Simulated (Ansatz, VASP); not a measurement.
## CsBr in VASP and in Ansatz

INCAR

```
ALGO = Normal
EDIFF = 1E-6
ENCUT = 500
GGA = PE
GGA_COMPAT = F
ISIF = 2
ISMEAR = 0
LASPH = T
LCHARG = F
LREAL = F
LWAVE = F
NBANDS = 15
NELM = 120
PREC = Accurate
SIGMA = 0.02
```

Contents of KPOINTS:

```
k-points
0
Gamma
  6 6 6
```

The input POSCAR:

```
CsBr
1.0
    4.2252673800      0.0000000000      0.0000000000
    0.0000000000      4.2252673800      0.0000000000
    0.0000000000      0.0000000000      4.2252673800
Cs Br
1 1
Direct
    0.0000000000      0.0000000000      0.0000000000
    0.5000000000      0.5000000000      0.5000000000
```

Input for Ansatz:

```yaml
crystal:
  lattice:
    - [4.22526738, 0.0, 0.0]
    - [0.0, 4.22526738, 0.0]
    - [0.0, 0.0, 4.22526738]
  atoms:
    - { symbol: Cs, position: [0.0, 0.0, 0.0] }
    - { symbol: Br, position: [0.5, 0.5, 0.5] }
basis:
  ecutwfc: 420
kpoints:
  mp_grid: { grid: [6, 6, 6] }
hamiltonian:
  xc: pbe
scf:
  occupations: { method: gaussian, width: 0.02 }
output:
  forces: true
  stress: true
  eigenvalues: true
```

Alike in both runs: task single point; functional PBE; k mesh 6 × 6 × 6; occupations gaussian, width 0.02 eV; no spin polarisation.

|  | VASP | Ansatz |
| --- | --- | --- |
| version | VASP 6.6.1 | Ansatz 0.2.0 |
| potentials or method | VASP PAW PBE potentials, release 64 (Cs_sv, Br), cutoff 500 eV | scalar-relativistic, plane waves, PAW |
| valence electrons in the cell | 16 | 16 |

|  | VASP | Ansatz | Ansatz less VASP |
| --- | --- | --- | --- |
| gap on the k mesh at the Fermi level (eV) | 4.68 | 4.69 | +0.012 |
| least direct gap on the mesh (eV) | 4.68 | 4.69 | +0.012 |
| pressure (GPa) | 1.9 | 1.9 | -0.06 |

Spin-orbit coupling is off throughout.
